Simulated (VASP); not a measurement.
# B8HN8 (a cell with a defect) in VASP: notebook, part 2 of 2

VASP 6.6.1. Earlier steps stand in the parts before.

## (3) Single point, PBE

File INCAR:

```
SYSTEM = B8HN8
ALGO = Normal
EDIFF = 1E-7
ENCUT = 520
GGA = PE
ISIF = 2
ISMEAR = 0
LASPH = .TRUE.
LCHARG = .TRUE.
LELF = .TRUE.
LREAL = Auto
LVHAR = .TRUE.
LWAVE = .FALSE.
NBANDS = 46
NELECT = 64.0
NELM = 60
PREC = Accurate
SIGMA = 0.01
```

File KPOINTS:

```
k-points
0
G
  5 5 3
  0 0 0
```

File POSCAR:

```
B8HN8
1.0
    2.5121811436      4.3512253786      0.0000000000
    2.5121811436     -4.3512253786      0.0000000000
    0.0000000000      0.0000000000     -8.3431635353
B N H
8 8 1
Direct
    0.1677857060      0.3355714119      0.8011434713
    0.1677857060      0.8322142940      0.8011434713
    0.6666666667      0.3333333333      0.8111072454
    0.6644285881      0.8322142940      0.8011434713
    0.3333333333      0.6666666667      0.1888927546
    0.3355714119      0.1677857060      0.1988565287
    0.8322142940      0.6644285881      0.1988565287
    0.8322142940      0.1677857060      0.1988565287
    0.1662232704      0.3324465409      0.1908540702
    0.1662232704      0.8337767296      0.1908540702
    0.6666666667      0.3333333333      0.2031109470
    0.6675534591      0.8337767296      0.1908540702
    0.3333333333      0.6666666667      0.7968890530
    0.3324465409      0.1662232704      0.8091459298
    0.8337767296      0.6675534591      0.8091459298
    0.8337767296      0.1662232704      0.8091459298
    0.0000000000      0.0000000000      0.0000000000
```

Potentials or basis: VASP PAW PBE potentials, release 64 (B, N, H).

Launch:

```
$ cat potpaw_PBE.64/B/POTCAR potpaw_PBE.64/N/POTCAR potpaw_PBE.64/H/POTCAR > POTCAR
$ mpirun -np 1 vasp_std > vasp.out
```

Run time: 86 s. Hardware: 1 thread of Intel Xeon 6975P-C (Granite Rapids), shared host; peak memory 0.32 GiB.

It converged, with:

* Free energy: -142.6499 eV

Levels at points of the mesh, in eV from the Fermi level:
```
           k point  band 29  band 30  band 31  band 32  band 33  band 34  band 35  band 36
(0.00, 0.00, 0.00)    -1.07    -1.03    -0.62    -0.62     0.63     4.55     4.55     4.84
```

Caveat: the cell carries a net charge on a neutralising background, which shifts energy and pressure; the cell is charged against a uniform background, so pressure and absolute levels hang on convention.

## (4) Single point, PBE

File INCAR:

```
  PREC = Accurate
  ENCUT = 520
  EDIFF = 1E-6
  ISMEAR = 0
  SIGMA = 0.01
  LREAL = Auto
  LASPH = True
  NELM = 100
  ALGO = Normal
  ISIF = 2
  LWAVE = False
  LCHARG = True
  GGA = PE
  LELF = True
  LVHAR = True
  NBANDS = 46
  NELECT = 66.0
```

File KPOINTS:

```
regular mesh
0
Gamma
  5 5 3
```

File POSCAR:

```
B8HN8
1.0
    2.5121811436      4.3512253786      0.0000000000
    2.5121811436     -4.3512253786      0.0000000000
    0.0000000000      0.0000000000     -8.3431635353
B N H
8 8 1
Direct
    0.1659490152      0.3318980305      0.7149113162
    0.1659490152      0.8340509848      0.7149113162
    0.6666666667      0.3333333333      0.7045234226
    0.6681019695      0.8340509848      0.7149113162
    0.3333333333      0.6666666667      0.2954765774
    0.3318980305      0.1659490152      0.2850886838
    0.8340509848      0.6681019695      0.2850886838
    0.8340509848      0.1659490152      0.2850886838
    0.1671119695      0.3342239391      0.2954383395
    0.1671119695      0.8328880305      0.2954383395
    0.6666666667      0.3333333333      0.2823944253
    0.6657760609      0.8328880305      0.2954383395
    0.3333333333      0.6666666667      0.7176055747
    0.3342239391      0.1671119695      0.7045616605
    0.8328880305      0.6657760609      0.7045616605
    0.8328880305      0.1671119695      0.7045616605
    0.0000000000      0.0000000000      0.0000000000
```

Potentials or basis: VASP PAW PBE potentials, release 64 (B, N, H).

Launch:

```
$ cat potpaw_PBE.64/B/POTCAR potpaw_PBE.64/N/POTCAR potpaw_PBE.64/H/POTCAR > POTCAR
$ mpirun -np 1 vasp_std > vasp.out
```

OUTCAR:

```text
PREC = Accurate
   ENCUT = 520
   EDIFF = 1E-6
   ISMEAR = 0
   LREAL = Auto
   LASPH = True
   NELM = 100
   ISIF = 2
   GGA = PE
   NELECT = 66.0

 ion  position               nearest neighbor table
   1  0.166  0.332  0.715-  16 1.45  14 1.45  13 1.46
   2  0.166  0.834  0.715-  14 1.45  15 1.45  13 1.46
   3  0.667  0.333  0.705-  14 1.45  15 1.45  16 1.45
   4  0.668  0.834  0.715-  16 1.45  15 1.45  13 1.46
   5  0.333  0.667  0.295-   9 1.45  12 1.45  10 1.45
[... 805 lines left out ...]
  Total        4.0476079      4.0476079      8.2632668     -0.0000000      0.0000000     -0.0000000
  in kB       35.5537761     35.5537761     72.5836957     -0.0000000      0.0000000     -0.0000000
  external PRESSURE =      47.8970827 kB  Pullay stress =       0.0000000 kB

 VOLUME and BASIS-vectors are now :
 -----------------------------------------------------------------------------
  energy-cutoff  :      520.00
  volume of cell :      182.40
      direct lattice vectors                 reciprocal lattice vectors
     2.512181144  4.351225379  0.000000000     0.199030234  0.114910159  0.000000000
     2.512181144 -4.351225379  0.000000000     0.199030234 -0.114910159  0.000000000
     0.000000000  0.000000000 -8.343163535     0.000000000  0.000000000 -0.119858612

 POSITION                                       TOTAL-FORCE (eV/Angst)
 -----------------------------------------------------------------------------------
      1.25068     -0.72208     -5.96462         0.002774     -0.001601     -0.001429
      2.51218     -2.90706     -5.96462        -0.000000      0.003203     -0.001429
      2.51218      1.45041     -5.87795        -0.000000      0.000000      0.001569
      3.77368     -0.72208     -5.96462        -0.002774     -0.001601     -0.001429
      2.51218     -1.45041     -2.46521        -0.000000      0.000000     -0.001569
      1.25068      0.72208     -2.37854         0.002774      0.001601      0.001429
[... 9 lines left out ...]
      2.51218      2.89694     -5.87827        -0.000000      0.012350      0.001602
      0.00000      0.00000      0.00000        -0.000000      0.000000     -0.000000
 -----------------------------------------------------------------------------------
    total drift:                               -0.000000      0.000000      0.000000

  FREE ENERGIE OF THE ION-ELECTRON SYSTEM (eV)
  ---------------------------------------------------
  free  energy   TOTEN  =      -138.7096173105 eV

  energy  without entropy=     -138.7096173105  energy(sigma->0) =     -138.70961731
```

OSZICAR:

```text
N       E                     dE             d eps       ncg     rms          rms(c)
DAV:   1     0.351127142307E+03    0.35113E+03   -0.32325E+04  1104   0.129E+03
DAV:   2    -0.121013341355E+03   -0.47214E+03   -0.45096E+03  1432   0.301E+02
DAV:   3    -0.152979142280E+03   -0.31966E+02   -0.31716E+02  1360   0.826E+01
DAV:   4    -0.153605473069E+03   -0.62633E+00   -0.62543E+00  1384   0.124E+01
DAV:   5    -0.153620664260E+03   -0.15191E-01   -0.15185E-01  1346   0.185E+00    0.228E+01
DAV:   6    -0.140094363647E+03    0.13526E+02   -0.36952E+01  1300   0.252E+01    0.101E+01
DAV:   7    -0.139007343100E+03    0.10870E+01   -0.22939E+00  1280   0.651E+00    0.626E+00
DAV:   8    -0.138711091917E+03    0.29625E+00   -0.12399E+00  1304   0.437E+00    0.839E-01
DAV:   9    -0.138701549778E+03    0.95421E-02   -0.66431E-02  1314   0.115E+00    0.404E-01
DAV:  10    -0.138707958531E+03   -0.64088E-02   -0.78844E-03  1280   0.346E-01    0.112E-01
DAV:  11    -0.138709229080E+03   -0.12705E-02   -0.15494E-03  1272   0.157E-01    0.601E-02
DAV:  12    -0.138709525438E+03   -0.29636E-03   -0.36206E-04  1256   0.726E-02    0.220E-02
DAV:  13    -0.138709611871E+03   -0.86433E-04   -0.11331E-04  1242   0.337E-02    0.601E-03
DAV:  14    -0.138709615906E+03   -0.40349E-05   -0.53608E-06  1168   0.727E-03    0.396E-03
DAV:  15    -0.138709617308E+03   -0.14025E-05   -0.27164E-06  1066   0.593E-03    0.721E-04
DAV:  16    -0.138709617311E+03   -0.21000E-08   -0.78920E-08   872   0.152E-03
   1 F= -.13870962E+03 E0= -.13870962E+03  d E =-.256322E-61
```

It took 2.1 min on 1 thread of Intel Xeon 6975P-C (Granite Rapids), shared host; peak memory 0.32 GiB.

What came out:

```
Free energy   : -138.7096 eV
Largest force : 0.012 eV/Å
```

Forces in eV/Å, atoms in the order of the input:
```
B    0.003 -0.002 -0.001
B    0.000  0.003 -0.001
B    0.000  0.000  0.002
B   -0.003 -0.002 -0.001
B    0.000  0.000 -0.002
B    0.003  0.002  0.001
B   -0.003  0.002  0.001
B    0.000 -0.003  0.001
N   -0.011  0.006 -0.002
N    0.000 -0.012 -0.002
N    0.000  0.000  0.003
N    0.011  0.006 -0.002
N    0.000  0.000 -0.003
N   -0.011 -0.006  0.002
N    0.011 -0.006  0.002
N    0.000  0.012  0.002
H    0.000  0.000  0.000
```

Levels at points of the mesh, in eV from the Fermi level:
| k point | band 30 | band 31 | band 32 | band 33 | band 34 | band 35 | band 36 | band 37 |
| --- | --- | --- | --- | --- | --- | --- | --- | --- |
| (0.00, 0.00, 0.00) | -3.96 | -3.82 | -3.82 | -0.97 | 1.29 | 1.29 | 1.42 | 1.84 |

Caveat: the cell carries a net charge on a neutralising background, which shifts energy and pressure; the cell is charged against a uniform background, so pressure and absolute levels hang on convention.

## (5) Single point, PBE, collinear spin

File INCAR:

```
PREC     = Accurate       # precision mode
ENCUT    = 520            # plane-wave cutoff, eV
EDIFF    = 1E-6           # SCF threshold, eV
ISMEAR   = 0              # smearing method
SIGMA    = 0.01           # smearing width, eV
LREAL    = Auto         
LASPH    = True           # aspherical terms in the spheres
NELM     = 150            # most SCF steps
ALGO     = Normal         # electronic algorithm
ISIF     = 2              # what is computed and relaxed
LWAVE    = False          # write WAVECAR
LCHARG   = False          # write CHGCAR
ISPIN    = 2              # spin polarisation
MAGMOM   = 0.077 0.077 0 0.077 0 0.077 0.077 0.077 0.077 0.077 0 0.077 0 0.077 0.077 0.077 0.077 # initial moments
LORBIT   = 11             # projections on sites
GGA      = PE             # functional
NBANDS   = 50             # bands
```

KPOINTS is that of step 4.

File POSCAR:

```
B8HN8
1.0
    2.5121811436      4.3512253786      0.0000000000
    2.5121811436     -4.3512253786      0.0000000000
    0.0000000000      0.0000000000     -8.3431635353
B N H
8 8 1
Direct
    0.1666881411      0.3333762821      0.7143912058
    0.1666881411      0.8333118589      0.7143912058
    0.6666666667      0.3333333333      0.7137064329
    0.6666237179      0.8333118589      0.7143912058
    0.3333333333      0.6666666667      0.2862935671
    0.3333762821      0.1666881411      0.2856087942
    0.8333118589      0.6666237179      0.2856087942
    0.8333118589      0.1666881411      0.2856087942
    0.1667237130      0.3334474261      0.2863162795
    0.1667237130      0.8332762870      0.2863162795
    0.6666666667      0.3333333333      0.2848417724
    0.6665525739      0.8332762870      0.2863162795
    0.3333333333      0.6666666667      0.7151582276
    0.3334474261      0.1667237130      0.7136837205
    0.8332762870      0.6665525739      0.7136837205
    0.8332762870      0.1667237130      0.7136837205
    0.0000000000      0.0000000000      0.0000000000
```

Launch:

```
$ cat potpaw_PBE.64/B/POTCAR potpaw_PBE.64/N/POTCAR potpaw_PBE.64/H/POTCAR > POTCAR
$ mpirun -np 1 vasp_std > vasp.out
```

Wall time 4.1 min (1 thread of Intel Xeon 6975P-C (Granite Rapids), shared host); peak memory 0.46 GiB.

The run converged. Its results:

```yaml
Free_energy: -141.8093 eV
Pressure: 0.5 GPa
Largest_force: 0.020 eV/Å
Band_gap_on_the_k_mesh: 2.75 eV
Net_moment: 1.00 μB per cell
Site_moments: B -0.00, +0.00; N +0.01, +0.00; H +0.38 μB
Valence_electrons_inside_the_program's_atomic_spheres: B 2.15; N 4.01; H 0.39
```

Forces on the atoms (eV/Å):
```
B    0.001 -0.001  0.009
B    0.000  0.001  0.009
B    0.000  0.000 -0.020
B   -0.001 -0.001  0.009
B    0.000  0.000  0.020
B    0.001  0.001 -0.009
B   -0.001  0.001 -0.009
B    0.000 -0.001 -0.009
N   -0.005  0.003  0.003
N    0.000 -0.005  0.003
N    0.000  0.000  0.001
N    0.005  0.003  0.003
N    0.000  0.000 -0.001
N   -0.005 -0.003 -0.003
N    0.005 -0.003 -0.003
N    0.000  0.005 -0.003
H    0.000  0.000  0.000
```

Stress tensor (GPa, compression positive):
```
0.22 0.00 0.00
0.00 0.22 0.00
0.00 0.00 1.09
```

Levels at points of the mesh, in eV from the valence-band top:
Spin up:
```tsv
k point	band 29	band 30	band 31	band 32	band 33	band 34	band 35	band 36	band 37	band 38
(0.00, 0.00, 0.00)	-1.05	-1.01	-0.66	-0.66	-0.55	4.57	4.57	4.58	5.08	5.14
```
Spin down:
```
           k point  band 28  band 29  band 30  band 31  band 32  band 33  band 34  band 35  band 36  band 37
(0.00, 0.00, 0.00)    -1.02    -1.01    -0.64    -0.63    -0.63     2.75     4.57     4.57     4.57     5.12
```
